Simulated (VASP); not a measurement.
Set up this calculation in VASP 6.6.1, as the native input.

| Property | Result |
| --- | --- |
| Task | single point |
| Functional | r2SCAN |
| Potentials or basis | VASP PAW PBE potentials, release 64 (Si, C) |
| Cutoff | 520 eV |
| k mesh | 12 × 12 × 12 |
| Occupations | gaussian, width 0.05 eV |
| Spin | no spin polarisation |
| Dipole correction | no |
| Further INCAR settings | ALGO = Normal; EDIFF = 1e-06; NBANDS = 11 |

The system is SiC.

```
CELL_PARAMETERS angstrom
0.00000 2.17400 2.17400
2.17400 0.00000 2.17400
2.17400 2.17400 0.00000
ATOMIC_POSITIONS crystal
Si 0.85770 0.00000 0.00000
C 0.75000 0.75000 0.75000
```

This cell differs from its parent crystal: all Si atoms moved +0.438 Å, as atom 1 towards its neighbour atom 1 (Si) at 3.075 Å.

The input as run:

POSCAR

```
SiC
1.0
    0.0000000000      2.1740000000      2.1740000000
    2.1740000000      0.0000000000      2.1740000000
    2.1740000000      2.1740000000      0.0000000000
Si C
1 1
Direct
   -0.1422995477      0.0000000000      0.0000000000
    0.7500000000      0.7500000000      0.7500000000
```

INCAR.step1

```
SYSTEM = SiC
  PREC = Accurate
  ENCUT = 520
  ISMEAR = 0
  SIGMA = 0.05
  LREAL = .FALSE.
  LASPH = .TRUE.
  NELM = 80
  NBANDS = 11
  GGA = PE
  ALGO = Normal
  EDIFF = 1E-4
  LWAVE = .TRUE.
  LCHARG = .FALSE.
```

INCAR.step2

```
SYSTEM = SiC
  PREC = Accurate
  ENCUT = 520
  EDIFF = 1E-6
  ISMEAR = 0
  SIGMA = 0.05
  LREAL = .FALSE.
  LASPH = .TRUE.
  NELM = 80
  ALGO = Normal
  ISIF = 2
  LWAVE = .FALSE.
  LCHARG = .FALSE.
  METAGGA = R2SCAN
  LMIXTAU = .TRUE.
  NBANDS = 11
  ISTART = 1
```

KPOINTS

```
regular mesh
0
G
  12 12 12
  0 0 0
```

Potentials or basis: VASP PAW PBE potentials, release 64 (Si, C).

The run is started by

```console
$ cat potpaw_PBE.64/Si/POTCAR potpaw_PBE.64/C/POTCAR > POTCAR
$ cp INCAR.step1 INCAR
$ mpirun -np 1 vasp_std > vasp.out
$ cp INCAR.step2 INCAR
$ mpirun -np 1 vasp_std > vasp.out
```

Results of the run:

| Property | Result |
| --- | --- |
| Pressure | 27.2 GPa |
| Largest force | 12.300 eV/Å |
| Band gap on the k mesh | zero (band 4 reaches 9.31 eV, above the bottom of band 5 at 9.14 eV) |

Caveat: the cell differs from its parent crystal (all Si atoms moved +0.438 Å, as atom 1 towards its neighbour atom 1 (Si) at 3.075 Å); the PAW data sets were made with another functional, which shifts forces and pressure a little.

It took 93 s on 1 thread of Intel(R) Xeon(R) 6975P-C (Granite Rapids) (shared host), peak memory 0.22 GiB.
